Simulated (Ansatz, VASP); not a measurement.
# One calculation of HC6, two programs

```xyz
14
Lattice="4.8889 0.0000 0.0000 -1.2222 8.7843 0.0000 0.0000 0.0000 22.7473" Properties=species:S:1:pos:R:3 pbc="T T T"
C     0.0000    0.6802    4.0000
C     2.4445    0.6802    4.0000
C     1.2222    0.8503    4.6849
C     3.6667    0.8503    4.6849
C     1.2222    1.1904    6.0546
C     3.6667    1.1904    6.0546
C     0.0000    1.3569    6.7217
C     2.4445    1.3569    6.7217
C     0.0000    1.7154    8.1516
C     2.4445    1.7154    8.1516
C     1.2222    1.8661    8.7473
C     3.6667    1.8661    8.7473
H     0.0633    1.2603   10.1573
H    -0.0633    2.1706   10.1573
```

Alike in both runs: task single point; functional LDA; k mesh 6 × 3 × 1; occupations gaussian, width 0.1 eV; no spin polarisation.

|  | VASP | Ansatz |
| --- | --- | --- |
| version | VASP 6.6.1 | Ansatz 0.2.0 |
| potentials or method | VASP PAW LDA potentials, release 64 (C, H), cutoff 520 eV | scalar-relativistic, plane waves, PAW |
| valence electrons in the cell | 50 | 50 |

```tsv
	VASP	Ansatz	Ansatz less VASP
gap on the k mesh at the Fermi level (eV)	0.03	0.03	-0.001
least direct gap on the mesh (eV)	0.03	0.03	0.000
rms of the force components (eV/Å)	1.010	1.020	+0.0097
```

Ansatz warns that its potentials were made for another functional, while VASP's fit it. LDA's correlation is that of Perdew and Zunger in VASP and of Perdew and Wang (1992) in Ansatz. Atom by atom the forces differ by 0.026 eV/Å (rms over components).
